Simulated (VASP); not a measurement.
Set up this calculation in VASP 6.6.1, as the native input.

| Item | Value |
| --- | --- |
| Task | electric field gradients |
| Functional | LDA |
| Potentials or basis | VASP PAW LDA potentials, release 64 (B, As) |
| Cutoff | 520 eV |
| k mesh | 13 × 13 × 13 |
| Occupations | fermi-dirac, width 0.05 eV |
| Spin | no spin polarisation |
| Dipole correction | no |
| Further INCAR settings | ALGO = Normal; EDIFF = 1e-08; NBANDS = 11 |

The structure of BAs lies in POSCAR:

```
BAs
1.0
    0.0000000000      2.4362700000      2.3885000000
    2.4362700000      0.0000000000      2.3885000000
    2.4362700000      2.4362700000      0.0000000000
B As
1 1
Direct
    0.0000000000      0.0000000000      0.0000000000
    0.7500000000      0.7500000000      0.7500000000
```

This cell differs from its parent crystal: equal xx and yy strain of +2 %.

One way to write it, as run:

INCAR

```
SYSTEM = BAs
ALGO = Normal
EDIFF = 1E-8
ENCUT = 520
GGA = CA
ISIF = 2
ISMEAR = -1
LASPH = .True.
LCHARG = .False.
LEFG = .True.
LREAL = .False.
LWAVE = .False.
NBANDS = 11
NELM = 80
PREC = Accurate
SIGMA = 0.05
```

KPOINTS

```
k-points
0
Gamma
  13 13 13
  0 0 0
```

Potentials or basis: VASP PAW LDA potentials, release 64 (B, As).

Command:

```console
$ cat potpaw_LDA.64/B/POTCAR potpaw_LDA.64/As/POTCAR > POTCAR
$ mpirun -np 1 vasp_std > vasp.out
```

It gave:

```
Pressure               : -8.0 GPa
Band gap on the k mesh : 0.87 eV, indirect (least direct gap 3.00 eV)
```

Caveat: the cell differs from its parent crystal (equal xx and yy strain of +2 %); without QUAD_EFG the Cq values of the log hold for a quadrupole moment of 1 mb, not for the nuclei.

It took 43 s on 1 thread of Intel Xeon 6975P-C, on a shared host, peak memory 0.19 GiB.
